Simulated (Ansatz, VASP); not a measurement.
**Two plane-wave programs on MnO2**

```
Mn O
1.0
     4.39830    0.00000    0.00000
     0.00000    4.39830    0.00000
     0.00000    0.00000    2.87300
Mn O
2 4
Direct
  0.00000 0.00000 0.00000
  0.50000 0.50000 0.50000
  0.30515 0.30515 0.00000
  0.19485 0.80515 0.50000
  0.69485 0.69485 0.00000
  0.80515 0.19485 0.50000
```

Alike in both runs: task single point; functional PBE; k mesh 5 × 5 × 7; occupations fermi-dirac, width 0.02 eV; no spin polarisation.

```csv
,VASP,Ansatz
version,VASP 6.6.1,Ansatz 0.2.0
potentials or method,"VASP PAW PBE potentials, release 64 (Mn_sv, O), cutoff 600 eV","PAW, plane waves, scalar-relativistic"
valence electrons in the cell,54,54
```

|  | VASP | Ansatz | Ansatz less VASP |
| --- | --- | --- | --- |
| pressure (GPa) | -8.1 | -6.4 | +1.76 |
| traceless stress, the component that is largest in VASP (GPa) | -4.65 | -4.65 | -0.006 |
| rms of the force components (eV/Å) | 0.151 | 0.148 | -0.0038 |

Atom by atom the forces differ by 0.004 eV/Å (rms over components).
